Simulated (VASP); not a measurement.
# Hf4C (I4/mmm) in VASP: notebook, part 2 of 2

VASP 6.6.1. Earlier steps stand in the parts before.

## (3) Relaxation of cell and atoms, PBE

This run uses another cell than the first one, of 22.45 Å³/atom, 1.414 times its volume.

The input, INCAR:

```
SYSTEM = Hf4C
PREC     = Accurate       ! precision mode
ENCUT    = 600            ! plane-wave cutoff, eV
EDIFF    = 1E-6           ! SCF threshold, eV
ISMEAR   = 0              ! smearing method
SIGMA    = 0.2            ! smearing width, eV
LREAL    = .FALSE.        ! projectors in reciprocal space
LASPH    = .TRUE.         ! aspherical terms in the spheres
NELM     = 80             ! most SCF steps
ALGO     = Normal         ! electronic algorithm
ISIF     = 3              ! what is computed and relaxed
LWAVE    = .FALSE.        ! write WAVECAR
LCHARG   = .FALSE.        ! write CHGCAR
GGA      = PE             ! functional
IBRION   = 2              ! ionic algorithm
NSW      = 36             ! ionic steps
EDIFFG   = -0.08          ! ionic threshold
```

The input, KPOINTS:

```
regular mesh
0
G
  4 4 4
  0 0 0
```

The input, POSCAR:

```
Hf4C
1.0
   -3.5406835800      3.5406835800      2.2382110800
    3.5406835800     -3.5406835800      2.2382110800
    3.5406835800      3.5406835800     -2.2382110800
Hf C
4 1
Direct
    0.0000000000      0.6714495400      0.6714495400
    0.0000000000      0.3285504600      0.3285504600
    0.6714495400      0.0000000000      0.6714495400
    0.3285504600      0.0000000000      0.3285504600
    0.0000000000      0.0000000000      0.0000000000
```

Potentials or basis: VASP PAW PBE potentials, release 64 (Hf_pv, C).

Launch:

```sh
cat potpaw_PBE.64/Hf_pv/POTCAR potpaw_PBE.64/C/POTCAR > POTCAR
mpirun -np 1 vasp_std > vasp.out
```

OUTCAR:

```text
SYSTEM = Hf4C
   PREC = Accurate
   ENCUT = 600
   EDIFF = 1E-6
   ISMEAR = 0
   LREAL = .FALSE.
   LASPH = .TRUE.
   NELM = 80
   ISIF = 3
   GGA = PE
   IBRION = 2
   NSW = 36
   EDIFFG = -0.08

 ion  position               nearest neighbor table
   1  0.000  0.671  0.671-   5 2.33   2 2.43   4 2.82   3 2.82   3 2.82   4 2.82   4 3.29   3 3.29

   2  0.000  0.329  0.329-   5 2.33   1 2.43   3 2.82   3 2.82   4 2.82   4 2.82   3 3.29   4 3.29

   3  0.671  0.000  0.671-   5 2.33   4 2.43   1 2.82   2 2.82   1 2.82   2 2.82   1 3.29   2 3.29

   4  0.329  0.000  0.329-   5 2.33   3 2.43   1 2.82   1 2.82   2 2.82   2 2.82   1 3.29   2 3.29

   5  0.000  0.000  0.000-   1 2.33   2 2.33   3 2.33   4 2.33

  LATTYP: Found a body centered tetragonal cell.
 ALAT       =     7.0813671600
 C/A-ratio  =     0.6321409495

[... 184 lines left out ...]
  Total        6.5998529      6.5998529     13.6977392      0.0000000     -0.0000000     -0.0000000
  in kB       94.2127269     94.2127269    195.5348667      0.0000000     -0.0000000     -0.0000000
  external PRESSURE =     127.9867735 kB  Pullay stress =       0.0000000 kB
[... 869 lines left out ...]
     25       4.0875      0.00000
     26       4.1320      0.00000

[... ionic steps 4 to 15 ...]

--------------------------------------- Ionic step       16  -------------------------------------------

 number of electron      43.9999999 magnetization

------------------------ aborting loop because EDIFF is reached ----------------------------------------
[... 73 lines left out ...]
--------------------------------------- Ionic step       18  -------------------------------------------

 number of electron      43.9999997 magnetization

 Free energy of the ion-electron system (eV)
  ---------------------------------------------------
  ext. energy  EPLUGINS =         0.00000000
  ---------------------------------------------------
  free energy    TOTEN  =       -47.58553826 eV

  energy without entropy =      -47.53246901  energy(sigma->0) =      -47.55900364

 E-fermi :   3.9475     XC(G=0): -10.7744

 val. band max:        3.8496893808   @ k =  -0.2500   0.5000   0.2500
 cond. band min:       4.0120020833   @ k =  -0.2500   0.5000   0.2500
 fundamental gap:      0.1623127025
 Fermi energy:         3.9474559399
[... 407 lines left out ...]
  FREE ENERGIE OF THE ION-ELECTRON SYSTEM (eV)
  ---------------------------------------------------
  free  energy   TOTEN  =       -47.5855382647 eV

  energy  without entropy=      -47.5324690131  energy(sigma->0) =      -47.55900364

 reached required accuracy - stopping structural energy minimisation
```

OSZICAR:

```text
N       E                     dE             d eps       ncg     rms          rms(c)
DAV:   1     0.211095210133E+03    0.21110E+03   -0.26779E+04   676   0.178E+03
DAV:   2    -0.284780223737E+02   -0.23957E+03   -0.23588E+03   810   0.392E+02
DAV:   3    -0.451487156960E+02   -0.16671E+02   -0.15994E+02   942   0.610E+01
[... 199 lines left out ...]
DAV:   3    -0.475857366847E+02    0.10919E-02   -0.20537E-03   710   0.264E-01    0.921E-02
DAV:   4    -0.475855406992E+02    0.19599E-03   -0.54846E-04   796   0.136E-01    0.822E-02
DAV:   5    -0.475855367066E+02    0.39926E-05   -0.59001E-05   830   0.372E-02    0.414E-02
DAV:   6    -0.475855374941E+02   -0.78754E-06   -0.16614E-05   732   0.150E-02    0.182E-02
DAV:   7    -0.475855382647E+02   -0.77052E-06   -0.33599E-06   620   0.751E-03
  18 F= -.47585538E+02 E0= -.47559004E+02  d E =-.188675E-02
```

Wall time 10 min (1 thread of Intel Xeon Platinum 8488C (Sapphire Rapids), shared host); peak memory 0.36 GiB.

Results:

```yaml
Free_energy: -47.5855 eV
Relaxed_volume: 21.36 Å³/atom
Relaxed_cell: a = 5.892 Å, b = 5.892 Å, c = 5.892 Å, α = 94.62°, β = 94.62°, γ = 147.01°
Space_group_after_relaxing_to_0.05_Å: I4/mmm (No. 139)
Energy_gained_by_relaxing: 1131.8 meV/atom
Ionic_steps: 18
Pressure_after_relaxing: 0.0 GPa
Largest_force_after_relaxing: 0.021 eV/Å
Band_gap_on_the_k_mesh: zero (band 22 reaches 4.15 eV, above the bottom of band 23 at 4.01 eV)
```

Forces on the atoms (eV/Å):
```
Hf  -0.021  0.000  0.000
Hf   0.021  0.000  0.000
Hf   0.000 -0.021  0.000
Hf   0.000  0.021  0.000
C    0.000  0.000  0.000
```

Stress tensor (GPa, compression positive):
```
-0.07  0.00  0.00
 0.00 -0.07  0.00
 0.00  0.00  0.08
```

Step by step:
```csv
step,energy change (eV),largest force (eV/Å),pressure (GPa),volume (Å³)
1,0.0000,7.2864,12.80,112.24
2,-2.6665,1.9653,-4.48,143.77
3,-3.5424,0.5020,-3.69,131.04
4,-3.5439,0.5949,-3.56,130.63
5,-3.5435,0.6843,-3.43,130.25
6,-3.7566,0.1913,2.10,121.61
7,-3.7581,0.2606,2.56,121.01
8,-3.9382,0.1407,2.28,119.57
9,-4.5677,0.3611,1.15,114.42
10,-5.3740,0.6930,5.96,100.25
11,-5.4570,0.9103,1.47,106.76
12,-5.5565,0.9226,2.96,103.61
13,-5.5841,0.0427,-1.35,107.23
14,-5.6262,0.3345,0.36,105.62
15,-5.6570,0.0894,0.83,106.05
16,-5.6572,0.0501,0.77,106.02
17,-5.6581,0.0002,-0.59,107.34
18,-5.6591,0.0207,-0.02,106.79
```

Final structure:
```yaml
crystal:
  lattice:
    - [-3.99489, 3.99489, 1.67281]
    - [3.99489, -3.99489, 1.67281]
    - [3.99489, 3.99489, -1.67281]
  atoms:
    - { symbol: Hf, position: [0.00000, 0.72934, 0.72934] }
    - { symbol: Hf, position: [0.00000, 0.27066, 0.27066] }
    - { symbol: Hf, position: [0.72934, 0.00000, 0.72934] }
    - { symbol: Hf, position: [0.27066, 0.00000, 0.27066] }
    - { symbol: C, position: [0.00000, 0.00000, 0.00000] }
```

Levels at points of the mesh, in eV from the Fermi level:
| k point | band 18 | band 19 | band 20 | band 21 | band 22 | band 23 | band 24 | band 25 | band 26 |
| --- | --- | --- | --- | --- | --- | --- | --- | --- | --- |
| (0.00, 0.00, 0.00) | -1.26 | -1.26 | -1.12 | -0.68 | -0.19 | 0.30 | 1.21 | 2.53 | 2.53 |
| (0.50, 0.00, 0.00) | -1.83 | -1.58 | -0.99 | -0.69 | -0.45 | 0.54 | 0.70 | 0.87 | 1.68 |
| (0.50, 0.50, 0.00) | -1.81 | -1.64 | -1.22 | -1.04 | -0.44 | 0.75 | 1.19 | 1.58 | 1.99 |
| (0.50, 0.50, 0.50) | -2.34 | -2.19 | -0.88 | -0.29 | -0.29 | 0.61 | 0.70 | 0.93 | 2.07 |

Caveat: the k points lie up to 0.51 Å⁻¹ apart in the final cell; spin-orbit coupling is left out, which moves the levels of the heavy elements; the relaxation stopped at a loose force limit of 0.08 eV/Å, so its end isn't a converged minimum.

## (4) Single point, PBE

This run uses another cell than the first one, of 21.36 Å³/atom, 1.346 times its volume.

The input, INCAR:

```
PREC = Accurate
ENCUT = 520
EDIFF = 1E-7
ISMEAR = 0
SIGMA = 0.2
LREAL = False
LASPH = True
NELM = 60
ALGO = Normal
ISIF = 2
LWAVE = False
LCHARG = True
GGA = PE
LELF = True
LVHAR = True
NBANDS = 30
```

The input, KPOINTS:

```
regular mesh
0
Gamma
  4 4 4
```

The input, POSCAR:

```
Hf4C
1.0
   -3.9902278637      3.9902278637      1.6767809488
    3.9902278637     -3.9902278637      1.6767809488
    3.9902278637      3.9902278637     -1.6767809488
Hf C
4 1
Direct
    0.0000000000      0.7289875690      0.7289875690
    0.0000000000      0.2710124310      0.2710124310
    0.7289875690      0.0000000000      0.7289875690
    0.2710124310      0.0000000000      0.2710124310
    0.0000000000      0.0000000000      0.0000000000
```

Launch:

```sh
cat potpaw_PBE.64/Hf_pv/POTCAR potpaw_PBE.64/C/POTCAR > POTCAR
mpirun -np 1 vasp_std > vasp.out
```

Run time: 96 s. Hardware: 1 thread of Intel Xeon Platinum 8488C (Sapphire Rapids), shared host; peak memory 0.32 GiB.

It converged, with:

| Quantity | Value |
| --- | --- |
| Free energy | -47.5852 eV |
| Pressure | 0.0 GPa |
| Largest force | 0.016 eV/Å |
| Band gap on the k mesh | zero (band 22 reaches 4.16 eV, above the bottom of band 23 at 4.00 eV) |

Forces in eV/Å, atoms in the order of the input:
```
Hf   0.016  0.000  0.000
Hf  -0.016  0.000  0.000
Hf   0.000  0.016  0.000
Hf   0.000 -0.016  0.000
C    0.000  0.000  0.000
```

Stress tensor (GPa, compression positive):
```
 0.14  0.00  0.00
 0.00  0.14  0.00
 0.00  0.00 -0.17
```

Levels at points of the mesh, in eV from the Fermi level:
```
           k point  band 19  band 20  band 21  band 22  band 23  band 24  band 25  band 26
(0.00, 0.00, 0.00)    -1.25    -1.12    -0.67    -0.20     0.33     1.24     1.68     1.68
(0.50, 0.00, 0.00)    -1.58    -0.98    -0.69    -0.45     0.55     0.71     0.87     1.68
(0.50, 0.50, 0.00)    -1.63    -1.22    -1.03    -0.45     0.78     1.16     1.61     1.95
(0.50, 0.50, 0.50)    -2.18    -0.90    -0.29    -0.29     0.62     0.70     0.90     1.91
```

Caveat: the k points lie up to 0.51 Å⁻¹ apart; spin-orbit coupling is left out, which moves the levels of the heavy elements.

## (5) The runs side by side

| task | cell | k mesh | cutoff (eV) | gap on the mesh (eV) | pressure (GPa) | relaxed volume (Å³/atom) | largest force (eV/Å) |
| --- | --- | --- | --- | --- | --- | --- | --- |
| relaxation of cell and atoms | relaxed from a = 5.181 Å, angles 130.1, 130.1, 73.2°, 5 atoms | 5 × 5 × 5 | 600 | none | 0.1 | 19.19 | 0.03 |
| relaxation of cell and atoms | relaxed from a = 5.485 Å, angles 99.6, 99.6, 131.8°, 5 atoms | 4 × 4 × 4 | 600 | none | 0.0 | 21.36 | 0.02 |
| single point | a = 5.887 Å, angles 94.7, 94.7, 146.9°, 5 atoms | 4 × 4 × 4 | 520 | none | 0.0 | - | 0.02 |

Alike in all rows: level PBE; potentials or basis VASP PAW PBE potentials, release 64 (Hf_pv, C); no spin polarisation; smearing gaussian 0.2 eV.

Caveats: all runs use coarse meshes; spin-orbit coupling is left out, which moves the levels of the heavy elements; the relaxation stopped at a loose force limit of 0.08 eV/Å, so its end isn't a converged minimum (some runs); the volume moved by over 15 % at a fixed basis, so the end points are rough (some runs).

Absolute energies hang on the potentials; compare differences alone.
